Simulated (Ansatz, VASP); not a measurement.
# Two plane-wave programs on ZnSe

POSCAR

```
ZnSe
1.0
    2.8329297571      2.8329297571      0.0000000000
   -2.8329297571      2.8329297571      0.0000000000
    0.0000000000      2.8329297571      2.8329297571
Zn Se
1 1
Direct
    0.0000000000      0.0000000000      0.0000000000
    0.7500000000      0.2500000000      0.5000000000
```

INCAR.step1

```
SYSTEM = ZnSe
ALGO = Normal
EDIFF = 1E-4
ENCUT = 520
GGA = PE
ISMEAR = 0
LASPH = .TRUE.
LCHARG = .FALSE.
LREAL = .FALSE.
LWAVE = .TRUE.
NBANDS = 16
NELM = 100
PREC = Accurate
SIGMA = 0.01
```

The input INCAR.step2:

```
SYSTEM = ZnSe
ALGO = Normal
EDIFF = 1E-6
ENCUT = 520
ISIF = 2
ISMEAR = 0
ISTART = 1
LASPH = .TRUE.
LCHARG = .TRUE.
LELF = .TRUE.
LMIXTAU = .TRUE.
LREAL = .FALSE.
LVHAR = .TRUE.
LWAVE = .FALSE.
METAGGA = R2SCAN
NBANDS = 16
NELM = 100
PREC = Accurate
SIGMA = 0.01
```

File KPOINTS:

```
k-points
0
G
  8 8 8
  0 0 0
```

Input for Ansatz:

```yaml
crystal:
  lattice:
    - [2.83292975707, 2.83292975707, 0.0]
    - [-2.83292975707, 2.83292975707, 0.0]
    - [0.0, 2.83292975707, 2.83292975707]
  atoms:
    - { symbol: Zn, position: [0.0, 0.0, 0.0] }
    - { symbol: Se, position: [0.75, 0.25, 0.5] }
kpoints:
  mp_grid: { grid: [8, 8, 8] }
scf:
  occupations: { method: fixed }
hamiltonian:
  xc: r2scan
  pseudopotentials: { kind: paw }
output:
  eigenstates:
    kpoints:
      - [0.0, 0.0, 0.0]
      - [0.002254374, -0.002254374, 0.0]
      - [0.004508748, -0.004508748, 0.0]
      - [0.009017495, -0.009017495, 0.0]
      - [0.002254374, 0.002254374, 0.002254374]
      - [0.004508748, 0.004508748, 0.004508748]
      - [0.009017495, 0.009017495, 0.009017495]
      - [0.0, 0.0, 0.002254374]
      - [0.0, 0.0, 0.004508748]
      - [0.0, 0.0, 0.009017495]
      - [0.003188166, 0.0, 0.001594083]
      - [0.006376332, 0.0, 0.003188166]
      - [0.012752664, 0.0, 0.006376332]
      - [0.002603127, 0.0, 0.002603127]
      - [0.005206253, 0.0, 0.005206253]
      - [0.010412507, 0.0, 0.010412507]
      - [0.001840689, 0.0, -0.000920344]
      - [0.003681377, 0.0, -0.001840689]
      - [0.007362754, 0.0, -0.003681377]
      - [0.0, 0.0, 0.0]
      - [0.002254374, -0.002254374, 0.0]
      - [0.004508748, -0.004508748, 0.0]
      - [0.009017495, -0.009017495, 0.0]
      - [0.002254374, 0.002254374, 0.002254374]
      - [0.004508748, 0.004508748, 0.004508748]
      - [0.009017495, 0.009017495, 0.009017495]
      - [0.0, 0.0, 0.002254374]
      - [0.0, 0.0, 0.004508748]
      - [0.0, 0.0, 0.009017495]
      - [0.003188166, 0.0, 0.001594083]
      - [0.006376332, 0.0, 0.003188166]
      - [0.012752664, 0.0, 0.006376332]
      - [0.002603127, 0.0, 0.002603127]
      - [0.005206253, 0.0, 0.005206253]
      - [0.010412507, 0.0, 0.010412507]
      - [0.001840689, 0.0, -0.000920344]
      - [0.003681377, 0.0, -0.001840689]
      - [0.007362754, 0.0, -0.003681377]
    de_dk: true
    e_range: [-3, 4.867059827897]
checkpoint:
  read: ck
```

Alike in both runs: task single point; functional r2SCAN; k mesh 8 × 8 × 8; no spin polarisation.

```csv
,VASP,Ansatz
version,VASP 6.6.1,Ansatz 0.2.0
potentials or method,"VASP PAW PBE potentials, release 64 (Zn, Se)","PAW with Ansatz's default frozen-core files, scalar-relativistic"
plane-wave cutoff (eV),520,500
occupations,"gaussian, width 0.01 eV",fixed
valence electrons in the cell,18,28
```

```csv
,VASP,Ansatz,Ansatz less VASP
gap on the k mesh at the Fermi level (eV),1.87,1.87,-0.004
```

VASP's potentials were made for PBE, not for r2SCAN. VASP's potentials hold 18 valence electrons a cell and Ansatz's 28, so a difference there can come from the potentials and not from the codes.
